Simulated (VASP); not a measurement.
Wanted: the native input for a VASP 6.6.1 run.

```yaml
Task: relaxation of cell and atoms
Functional: PBE
Potentials_or_basis: VASP PAW PBE potentials, release 64 (B, P)
Cutoff: 500 eV
k_mesh: 14 × 14 × 14
Occupations: fermi-dirac, width 0.05 eV
Spin: no spin polarisation
Target_pressure: 0.25 GPa
Dipole_correction: no
Further_INCAR_settings: ALGO = Normal; EDIFF = 1e-07; IBRION = 2; EDIFFG = -0.005; NSW = 32; ISIF = 3
```

The structure of BP (CsCl type) lies in POSCAR:

```
BP
1.0
    2.7127448851      0.0000000000      0.0000000000
    0.0000000000      2.7127448851      0.0000000000
    0.0000000000      0.0000000000      2.7127448851
B P
1 1
Direct
    0.0000000000      0.0000000000      0.0000000000
    0.5000000000      0.5000000000      0.5000000000
```

The input as run:

INCAR

```
PREC = Accurate
ENCUT = 500
EDIFF = 1E-7
ISMEAR = -1
SIGMA = 0.05
LREAL = F
LASPH = T
NELM = 120
ALGO = Normal
ISIF = 3
LWAVE = F
LCHARG = F
GGA = PE
IBRION = 2
NSW = 32
EDIFFG = -0.005
PSTRESS = 2.5
GGA_COMPAT = F
NELMIN = 4
```

KPOINTS

```
Automatic mesh
0
Gamma
  14 14 14
```

Potentials or basis: VASP PAW PBE potentials, release 64 (B, P).

Command:

```bash
$ cat potpaw_PBE.64/B/POTCAR potpaw_PBE.64/P/POTCAR > POTCAR
$ mpirun -np 1 vasp_std > vasp.out
```

Results of the run:

```json
{"Relaxed volume": "9.96 Å³/atom", "Relaxed cell": "a = 2.711 Å, b = 2.711 Å, c = 2.711 Å, α = 90.00°, β = 90.00°, γ = 90.00°", "Space group after relaxing (to 0.1 Å)": "Pm-3m (No. 221)", "Energy change on relaxing (the run minimises the enthalpy)": "+0.0 meV/atom", "Ionic steps": "2", "Pressure after relaxing": "0.3 GPa"}
```

Caveat: the cell is relaxed towards a set pressure, so the run minimises the enthalpy, not the energy; the highest band is partly filled, so the run has too few bands.

It took 22 s on 1 thread of Intel Xeon 8259CL, with other jobs on the host, peak memory 0.13 GiB.
